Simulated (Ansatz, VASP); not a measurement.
## One calculation of K5Au, two programs

```
K Au
1.0
     6.88402    0.00000    0.00000
    -3.44201    5.96173    0.00000
     0.00000    0.00000    5.42423
K Au
5 1
Direct
  0.33333 0.66667 0.00000
  0.66667 0.33333 0.00000
  0.53547 0.07094 0.50000
  0.53547 0.46453 0.50000
  0.92906 0.46453 0.50000
  0.00000 0.00000 0.00000
```

Alike in both runs: task relaxation of cell and atoms; functional PBE; k mesh 3 × 3 × 4; occupations gaussian, width 0.1 eV; no spin polarisation.

|  | VASP | Ansatz |
| --- | --- | --- |
| version | VASP 6.6.1 | Ansatz 0.2.0 |
| potentials or method | VASP PAW PBE potentials, release 64 (K_sv, Au), cutoff 600 eV | scalar-relativistic, plane waves, PAW |
| valence electrons in the cell | 56 | 64 |

Ansatz gave:

* gap on the k mesh at the Fermi level, each at its own relaxed structure (eV): none
* relaxed volume (Å³/atom): 68.59
* relaxed length of the cell vector where the two differ most in proportion (Å): 7.860

Problem. What did VASP give for the same quantities?

Solution. gap on the k mesh at the Fermi level, each at its own relaxed structure (eV): none; relaxed volume (Å³/atom): 69.64; relaxed length of the cell vector where the two differ most in proportion (Å): 7.962.

A gap of «none» marks a metal or a gap that the smearing closes. VASP's potentials hold 56 valence electrons a cell and Ansatz's 64, so a difference there can come from the potentials and not from the codes.

Neither program's run includes spin-orbit coupling. Noted on VASP's run: the volume moved by over 15 % at a fixed basis, so the end points are rough.
